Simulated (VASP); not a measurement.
# GaN (P-6m2) in VASP: settings compared

The runs below take GaN through single point, relaxation of cell and atoms, with PBEsol, B3LYP.

Program: VASP 6.6.1. These are calculated values, not measurements. Logs are shortened: lines on timing, memory, paths and dates and some standing lists are left out, and cuts for length are marked.

## Step 1: The cell of the first run

The structure is hexagonal, space group P-6m2 (No. 187). Conventional cell: a = 2.981 Å, b = 2.981 Å, c = 2.683 Å, α = 90.00°, β = 90.00°, γ = 120.00°. Within 3.0 Å of Ga (site symmetry -6m2) lie 6 N at 2.18 Å and 8 Ga at 2.68 to 2.98 Å. N (site symmetry -6m2) has 6 Ga at 2.18 Å and 8 N at 2.68 to 2.98 Å within 3.0 Å.

## Step 2: Single point, PBEsol, non-collinear spin, zero start, spin-orbit coupling

Input file INCAR:

```
SYSTEM = GaN
PREC     = Accurate       ! precision mode
ENCUT    = 520            ! plane-wave cutoff, eV
EDIFF    = 1E-6           ! SCF threshold, eV
ISMEAR   = -1             ! smearing method
SIGMA    = 0.05           ! smearing width, eV
LREAL    = .FALSE.        ! projectors in reciprocal space
LASPH    = .TRUE.         ! aspherical terms in the spheres
NELM     = 150            ! most SCF steps
ALGO     = Normal         ! electronic algorithm
ISIF     = 2              ! what is computed and relaxed
LWAVE    = .FALSE.        ! write WAVECAR
LCHARG   = .FALSE.        ! write CHGCAR
MAGMOM   = 0 0 0 0 0 0    ! initial moments
LORBIT   = 11             ! projections on sites
LSORBIT  = .TRUE.         ! spin-orbit coupling
GGA_COMPAT= .FALSE.      
LORBMOM  = .TRUE.       
GGA      = PS             ! functional
NBANDS   = 30             ! bands
```

Input file KPOINTS:

```
regular mesh
0
G
  7 7 7
  0 0 0
```

Input file POSCAR:

```
GaN
1.0
    2.9806400000      0.0000000000      0.0000000000
   -1.4903200000      2.5813100000      0.0000000000
    0.0000000000      0.0000000000      2.6833700000
Ga N
1 1
Direct
    0.6666700000      0.3333300000      0.5000000000
    0.0000000000      0.0000000000      0.0000000000
```

Potentials or basis: VASP PAW PBE potentials, release 64 (Ga_d, N).

Started as:

```
$ cat potpaw_PBE.64/Ga_d/POTCAR potpaw_PBE.64/N/POTCAR > POTCAR
$ mpirun -np 1 vasp_ncl > vasp.out
```

OUTCAR:

```text
SYSTEM = GaN
   PREC = Accurate
   ENCUT = 520
   EDIFF = 1E-6
   ISMEAR = -1
   LREAL = .FALSE.
   LASPH = .TRUE.
   NELM = 150
   ISIF = 2
   LORBIT = 11
   LSORBIT = .TRUE.
   GGA = PS

 ion  position               nearest neighbor table
   1  0.667  0.333  0.500-   2 2.18   2 2.18   2 2.18   2 2.18   2 2.18   2 2.18
   2  0.000  0.000  0.000-   1 2.18   1 2.18   1 2.18   1 2.18   1 2.18   1 2.18

  LATTYP: Found a hexagonal cell.
 ALAT       =     2.9806400000
 C/A-ratio  =     0.9002663857

  Lattice vectors:

 A1 = (   2.9806400000,   0.0000000000,   0.0000000000)
 A2 = (  -1.4903200000,   2.5813100000,   0.0000000000)
 A3 = (   0.0000000000,   0.0000000000,   2.6833700000)

Analysis of symmetry for initial positions (statically):
=====================================================================
 Subroutine PRICEL returns:
 Original cell was already a primitive cell.

 Routine SETGRP: Setting up the symmetry group for a
 hexagonal supercell.

 Subroutine GETGRP returns: Found  4 space group operations
 (whereof  4 operations were pure point group operations)
 out of a pool of 24 trial point group operations.

The static configuration has the point symmetry C_2v.

Analysis of symmetry for dynamics (positions and initial velocities):
=====================================================================
 Subroutine PRICEL returns:
 Original cell was already a primitive cell.

 Routine SETGRP: Setting up the symmetry group for a
 hexagonal supercell.

 Subroutine GETGRP returns: Found  4 space group operations
 (whereof  4 operations were pure point group operations)
 out of a pool of 24 trial point group operations.

The dynamic configuration has the point symmetry C_2v.

Analysis of structural, dynamic, and magnetic symmetry:
=====================================================================
 Subroutine PRICEL returns:
 Original cell was already a primitive cell.

 Routine SETGRP: Setting up the symmetry group for a
 hexagonal supercell.

 Subroutine GETGRP returns: Found  4 space group operations
 (whereof  4 operations were pure point group operations)
 out of a pool of 24 trial point group operations.

The overall configuration has the point symmetry C_2v.

 Subroutine INISYM returns: Found  4 space group operations
 (whereof  4 operations are pure point group operations),
 and found     1 'primitive' translations

----------------------------------------------------------------------------------------

                                     Primitive cell

  volume of cell :      20.6457

  direct lattice vectors                    reciprocal lattice vectors
     2.980640000  0.000000000  0.000000000     0.335498416  0.193700098  0.000000000
    -1.490320000  2.581310000  0.000000000     0.000000000  0.387400196  0.000000000
     0.000000000  0.000000000  2.683370000     0.000000000  0.000000000  0.372665715

  length of vectors
     2.980640000  2.980640035  2.683370000     0.387400201  0.387400196  0.372665715

  position of ions in fractional coordinates (direct lattice)
     0.666670000  0.333330000  0.500000000
     0.000000000  0.000000000  0.000000000

  ion indices of the primitive-cell ions
   primitive index   ion index
                 1           1
                 2           2

----------------------------------------------------------------------------------------

 KPOINTS: regular mesh

Automatic generation of k-mesh.
 Grid dimensions read from file:
 generate k-points for:    7    7    7

 Generating k-lattice:

  Cartesian coordinates                     Fractional coordinates (reciprocal lattice)
     0.047928345  0.027671443  0.000000000     0.142857143  0.000000000  0.000000000
     0.000000000  0.055342885  0.000000000     0.000000000  0.142857143  0.000000000
[... 96 lines left out ...]

 number of electron      18.0000013 magnetization      -0.0000000     -0.0000000      0.0000000

 number of electron      18.0000013 magnetization      -0.0000000      0.0000000      0.0000000

 Free energy of the ion-electron system (eV)
  ---------------------------------------------------
  ext. energy  EPLUGINS =         0.00000000
  ---------------------------------------------------
  free energy    TOTEN  =       -11.27556224 eV

  energy without entropy =      -11.26969204  energy(sigma->0) =      -11.27262714

 E-fermi :   7.2161     XC(G=0): -12.7578

 val. band max:        7.2140098052   @ k =   0.0000   0.0000   0.4286
 cond. band min:       7.3066605187   @ k =  -0.4286   0.0000   0.0000
 fundamental gap:      0.0926507135
 Fermi energy:         7.2161343220

 k-point     1 :       0.0000    0.0000    0.0000
  band No.  band energies     occupation
      1      -9.8817      1.00000
      2      -9.8817      1.00000
      3      -7.6992      1.00000
      4      -7.6992      1.00000
      5      -7.6590      1.00000
      6      -7.6590      1.00000
[... 781 lines left out ...]
     29      26.7094      0.00000
     30      26.7295      0.00000

 [... further k-points ...]

------------------------ aborting loop because EDIFF is reached ----------------------------------------

  FORCE on cell =-STRESS in cart. coord.  units (eV):
  Direction    XX          YY          ZZ          XY          YZ          ZX
  --------------------------------------------------------------------------------------
  -------------------------------------------------------------------------------------
  Total       -0.6753854     -0.6753889     -0.8533448     -0.0000030      0.0000000      0.0000000
  in kB      -52.4121521    -52.4124259    -66.2223931     -0.0002358      0.0000000      0.0000000
  external PRESSURE =     -57.0156570 kB  Pullay stress =       0.0000000 kB

 VOLUME and BASIS-vectors are now :
 -----------------------------------------------------------------------------
  energy-cutoff  :      520.00
  volume of cell :       20.65
      direct lattice vectors                 reciprocal lattice vectors
     2.980640000  0.000000000  0.000000000     0.335498416  0.193700098  0.000000000
    -1.490320000  2.581310000  0.000000000     0.000000000  0.387400196  0.000000000
     0.000000000  0.000000000  2.683370000     0.000000000  0.000000000  0.372665715

 POSITION                                       TOTAL-FORCE (eV/Angst)
 -----------------------------------------------------------------------------------
      1.49033      0.86043      1.34169        -0.000047      0.000027      0.000000
      0.00000      0.00000      0.00000         0.000047     -0.000027      0.000000
 -----------------------------------------------------------------------------------
    total drift:                               -0.000001      0.000000     -0.000000

  FREE ENERGIE OF THE ION-ELECTRON SYSTEM (eV)
  ---------------------------------------------------
  free  energy   TOTEN  =       -11.2755622424 eV

  energy  without entropy=      -11.2696920432  energy(sigma->0) =      -11.27262714

 orbital moment (x)

 # of ion     p       d       tot
 ----------------------------------------
  1         0.000   0.000   0.000
  2         0.000   0.000   0.000
 ----------------------------------------
            0.000   0.000   0.000

 orbital moment (y)

 # of ion     p       d       tot
 ----------------------------------------
  1         0.000   0.000   0.000
  2         0.000   0.000   0.000
 ----------------------------------------
            0.000   0.000   0.000

 orbital moment (z)

 # of ion     p       d       tot
 ----------------------------------------
  1         0.000  -0.000  -0.000
  2         0.000   0.000   0.000
 ----------------------------------------
            0.000  -0.000  -0.000

 Spin-Orbit-Coupling matrix elements

 Ion:    1  E_soc:     -0.0096283
 l=   1
     0.0000000    -0.0008153    -0.0008072
    -0.0008153     0.0000000    -0.0008153
    -0.0008072    -0.0008153     0.0000000
 l=   2
     0.0000000    -0.0001565     0.0000000    -0.0001565    -0.0006563
    -0.0001565     0.0000000    -0.0004729    -0.0001483    -0.0001565
     0.0000000    -0.0004729     0.0000000    -0.0004729     0.0000000
    -0.0001565    -0.0001483    -0.0004729     0.0000000    -0.0001565
    -0.0006563    -0.0001565     0.0000000    -0.0001565     0.0000000
 l=   3
     0.0000000     0.0000000     0.0000000     0.0000000     0.0000000     0.0000000     0.0000000
     0.0000000     0.0000000     0.0000000     0.0000000     0.0000000     0.0000000     0.0000000
     0.0000000     0.0000000     0.0000000     0.0000000     0.0000000     0.0000000     0.0000000
     0.0000000     0.0000000     0.0000000     0.0000000     0.0000000     0.0000000     0.0000000
     0.0000000     0.0000000     0.0000000     0.0000000     0.0000000     0.0000000     0.0000000
     0.0000000     0.0000000     0.0000000     0.0000000     0.0000000     0.0000000     0.0000000
     0.0000000     0.0000000     0.0000000     0.0000000     0.0000000     0.0000000     0.0000000

 Ion:    2  E_soc:     -0.0000942
 l=   1
     0.0000000    -0.0000128    -0.0000215
    -0.0000128     0.0000000    -0.0000128
    -0.0000215    -0.0000128     0.0000000
 l=   2
     0.0000000     0.0000000     0.0000000     0.0000000     0.0000000
     0.0000000     0.0000000     0.0000000     0.0000000     0.0000000
     0.0000000     0.0000000     0.0000000     0.0000000     0.0000000
     0.0000000     0.0000000     0.0000000     0.0000000     0.0000000
     0.0000000     0.0000000     0.0000000     0.0000000     0.0000000
 l=   3
     0.0000000     0.0000000     0.0000000     0.0000000     0.0000000     0.0000000     0.0000000
     0.0000000     0.0000000     0.0000000     0.0000000     0.0000000     0.0000000     0.0000000
     0.0000000     0.0000000     0.0000000     0.0000000     0.0000000     0.0000000     0.0000000
     0.0000000     0.0000000     0.0000000     0.0000000     0.0000000     0.0000000     0.0000000
     0.0000000     0.0000000     0.0000000     0.0000000     0.0000000     0.0000000     0.0000000
     0.0000000     0.0000000     0.0000000     0.0000000     0.0000000     0.0000000     0.0000000
     0.0000000     0.0000000     0.0000000     0.0000000     0.0000000     0.0000000     0.0000000

 total charge

# of ion       s       p       d       tot
------------------------------------------
    1        0.761   0.687  10.133  11.580
    2        1.270   2.355   0.000   3.624
--------------------------------------------------
tot          2.030   3.042  10.133  15.205

 magnetization (x)

# of ion       s       p       d       tot
------------------------------------------
    1        0.000   0.000   0.000   0.000
    2        0.000   0.000   0.000   0.000
--------------------------------------------------
tot          0.000   0.000   0.000   0.000

 magnetization (y)

# of ion       s       p       d       tot
------------------------------------------
    1        0.000   0.000   0.000   0.000
    2        0.000   0.000   0.000   0.000
--------------------------------------------------
tot          0.000   0.000   0.000   0.000

 magnetization (z)

# of ion       s       p       d       tot
------------------------------------------
    1        0.000   0.000   0.000   0.000
    2        0.000   0.000   0.000   0.000
--------------------------------------------------
tot          0.000   0.000   0.000   0.000
```

Run time: 2.9 min. Hardware: 1 thread of Intel Xeon 8259CL, shared host; peak memory 0.25 GiB.

What came out:

* Free energy: -11.2756 eV
* Pressure: -5.7 GPa
* Net moment: 0.00 μB per cell
* Valence electrons inside the program's atomic spheres: Ga 11.58; N 3.62

Stress tensor (GPa, compression positive):
```
-5.24  0.00  0.00
 0.00 -5.24  0.00
 0.00  0.00 -6.62
```

Moments on the atoms (μB; x, y, z):
```
Ga  0.00 0.00 0.00
N   0.00 0.00 0.00
```

Caveat: the cell stands under tension; the PAW data sets were made with another functional, which shifts forces and pressure a little.

(Part 1 of 2 ends here.)
